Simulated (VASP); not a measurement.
The system is Zn.

```
CELL_PARAMETERS angstrom
2.61436 0.00000 0.00000
-1.30718 2.26410 0.00000
0.00000 0.00000 4.87316
ATOMIC_POSITIONS crystal
Zn 0.33333 0.66667 0.25000
Zn 0.66667 0.33333 0.75000
```

* Program: VASP 6.6.1
* Task: relaxation of cell and atoms
* Functional: LDA
* Potentials or basis: VASP PAW LDA potentials, release 64 (Zn)
* Cutoff: 600 eV
* k mesh: 15 × 15 × 8
* Occupations: gaussian, width 0.1 eV
* Spin: no spin polarisation

At the start: pressure -4.8 GPa; volume 14.42 Å³/atom.

Question: How do energy, volume and symmetry change on relaxing?

Answer: Over 19 steps the energy falls by 14.2 meV/atom and the volume is 13.76 Å³/atom (-4.6 %); space group P6_3/mmc (No. 194, to 0.05 Å).

The path:
```csv
step,energy change (eV),largest force (eV/Å),pressure (GPa),volume (Å³)
1,0.0000,0.0000,-4.84,28.85
2,-0.0258,0.0000,1.78,27.06
3,-0.0282,0.0000,0.19,27.43
4,-0.0282,0.0000,0.11,27.46
5,-0.0284,0.0000,0.10,27.51
6,-0.0284,0.0000,0.02,27.55
7,-0.0284,0.0000,-0.06,27.54
8,-0.0284,0.0000,0.14,27.53
9,-0.0284,0.0000,-0.17,27.54
10,-0.0284,0.0000,0.04,27.53
11,-0.0284,0.0000,-0.01,27.54
12,-0.0284,0.0000,-0.05,27.54
13,-0.0284,0.0000,0.05,27.52
14,-0.0284,0.0000,0.03,27.53
15,-0.0284,0.0000,-0.04,27.53
16,-0.0284,0.0000,0.03,27.53
17,-0.0284,0.0000,-0.06,27.53
18,-0.0284,0.0000,0.04,27.53
19,-0.0284,0.0000,-0.01,27.53
```

Final structure:
```cif
data_structure
_symmetry_space_group_name_H-M 'P 1'
_symmetry_Int_Tables_number 1
_cell_length_a 2.5549
_cell_length_b 2.5549
_cell_length_c 4.8698
_cell_angle_alpha 90.000
_cell_angle_beta 90.000
_cell_angle_gamma 120.000
_cell_volume 27.53
loop_
_atom_site_label
_atom_site_type_symbol
_atom_site_fract_x
_atom_site_fract_y
_atom_site_fract_z
_atom_site_occupancy
Zn1 Zn 0.33333 0.66667 0.25000 1
Zn2 Zn 0.66667 0.33333 0.75000 1
```
